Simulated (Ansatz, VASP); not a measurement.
Given: the input of a run of VASP 6.6.1 on ZnS.

File INCAR:

```
SYSTEM = ZnS
PREC = Accurate
ENCUT = 520
EDIFF = 1E-6
ISMEAR = -1
SIGMA = 0.05
LREAL = .FALSE.
LASPH = .TRUE.
NELM = 100
ALGO = Normal
ISIF = 2
LWAVE = .FALSE.
LCHARG = .FALSE.
GGA = PE
IVDW = 13
NBANDS = 46
```

Contents of KPOINTS:

```
Automatic mesh
0
G
  8 8 3
  0 0 0
```

POSCAR

```
ZnS
1.0
    3.8976739363      0.0000000000      0.0000000000
   -1.9488369681      3.3754846444      0.0000000000
    0.0000000000      0.0000000000     12.7655525367
Zn S
4 4
Direct
    0.6666666667      0.3333333333      0.7500000000
    0.3333333333      0.6666666667      0.2500000000
    0.0000000000      0.0000000000      0.5000000000
    0.0000000000      0.0000000000      0.0000000000
    0.6666666667      0.3333333333      0.9375000000
    0.3333333333      0.6666666667      0.4375000000
    0.0000000000      0.0000000000      0.6875000000
    0.0000000000      0.0000000000      0.1875000000
```

Potentials or basis: VASP PAW PBE potentials, release 64 (Zn, S).

The run is started by

```bash
$ cat potpaw_PBE.64/Zn/POTCAR potpaw_PBE.64/S/POTCAR > POTCAR
$ mpirun -np 1 vasp_std > vasp.out
```

**Question.** Translate it to Ansatz 0.2.0. Potentials there: Ansatz PAW.

**Answer.** As run (the cutoff follows the program's own potentials):

File input.yaml:

```yaml
crystal:
  lattice:
    - [3.8976739363, 0.0, 0.0]
    - [-1.9488369681, 3.3754846444, 0.0]
    - [0.0, 0.0, 12.7655525367]
  atoms:
    - { symbol: Zn, position: [0.6666666667, 0.3333333333, 0.75] }
    - { symbol: Zn, position: [0.3333333333, 0.6666666667, 0.25] }
    - { symbol: Zn, position: [0.0, 0.0, 0.5] }
    - { symbol: Zn, position: [0.0, 0.0, 0.0] }
    - { symbol: S, position: [0.6666666667, 0.3333333333, 0.9375] }
    - { symbol: S, position: [0.3333333333, 0.6666666667, 0.4375] }
    - { symbol: S, position: [0.0, 0.0, 0.6875] }
    - { symbol: S, position: [0.0, 0.0, 0.1875] }
hamiltonian:
  xc: pbe
  pseudopotentials: { kind: paw }
  dispersion: d4
kpoints:
  mp_grid: { grid: [8, 8, 3] }
scf:
  occupations: { method: fermi_dirac, width: 0.05 }
output:
  forces: true
  stress: true
  eigenvalues: true
```

Potentials or basis: Ansatz PAW.

Launch:

```bash
$ ansatz run input.yaml --threads 2 --pin off --max-ram 5120MiB --backend cpu --events-out ev --progress --plain --runs-dir out
```

Both were run:

|  | VASP | Ansatz | Ansatz less VASP |
| --- | --- | --- | --- |
| gap on the k mesh at the Fermi level (eV) | 1.88 | 1.87 | -0.002 |
| least direct gap on the mesh (eV) | 1.88 | 1.87 | -0.002 |
| pressure (GPa) | -4.8 | -4.9 | -0.12 |
| traceless stress, the component that is largest in VASP (GPa) | -0.07 | -0.08 | -0.004 |
| rms of the force components (eV/Å) | 0.011 | 0.011 | +0.0003 |

Atom by atom the forces differ by 0.001 eV/Å (rms over components).

Noted on Ansatz's run: odd divisions of the mesh miss points on the zone boundary, where band edges often lie, so the gap on the mesh can be too wide.
